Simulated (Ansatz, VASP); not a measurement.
One calculation of BaTe, two programs

```
Ba Te
1.0
    -3.13203    3.13203    2.55326
     3.13203   -3.13203    2.55326
     3.13203    3.13203   -2.55326
Ba Te
1 1
Direct
  0.25000 0.75000 0.50000
  0.00000 0.00000 0.00000
```

Alike in both runs: functional PBE; k mesh 8 × 8 × 8; occupations gaussian, width 0.02 eV; no spin polarisation.

Ansatz relaxed the structure, and its values are those at the end. VASP's run is a single point on that final structure, the one shown.

|  | VASP | Ansatz |
| --- | --- | --- |
| version | VASP 6.6.1 | Ansatz 0.2.0 |
| potentials or method | VASP PAW PBE potentials, release 64 (Ba_sv, Te), cutoff 520 eV | scalar-relativistic, plane waves, PAW |
| valence electrons in the cell | 16 | 26 |

```csv
,VASP,Ansatz,Ansatz less VASP
gap on the k mesh at the Fermi level (eV),1.86,1.90,+0.033
least direct gap on the mesh (eV),2.19,2.19,+0.006
pressure (GPa),0.3,0.0,-0.29
```

VASP's potentials hold 16 valence electrons a cell and Ansatz's 26, so a difference there can come from the potentials and not from the codes.

Neither program's run includes spin-orbit coupling.
